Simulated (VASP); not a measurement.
Here is a VASP 6.6.1 calculation.

The input INCAR:

```
  ALGO = Normal
  EDIFF = 1E-6
  ENCUT = 500
  GGA = RP
  GGA_COMPAT = False
  ISIF = 2
  ISMEAR = -1
  LASPH = True
  LCHARG = False
  LREAL = False
  LWAVE = False
  NBANDS = 13
  NELM = 120
  PREC = Accurate
  SIGMA = 0.1
```

KPOINTS

```
k-points
0
Gamma
  11 11 11
```

File POSCAR:

```
Pb
1.0
   -2.0247897331      2.0247897331      2.0247897331
    2.0247897331     -2.0247897331      2.0247897331
    2.0247897331      2.0247897331     -2.0247897331
Pb
1
Direct
    0.0000000000      0.0000000000      0.0000000000
```

Potentials or basis: VASP PAW PBE potentials, release 64 (Pb_d).

Command:

```bash
$ cat potpaw_PBE.64/Pb_d/POTCAR > POTCAR
$ mpirun -np 1 vasp_std > vasp.out
```

Problem. What does it give for the band gap on the k mesh?

Solution. Zero (band 7 reaches 13.33 eV, above the bottom of band 8 at 4.67 eV).

Problem. What does it give for the pressure?

Solution. 0.0 GPa.

Caveat: the PAW data sets were made with another functional, which shifts forces and pressure a little; spin-orbit coupling is left out, which moves the levels of the heavy elements.
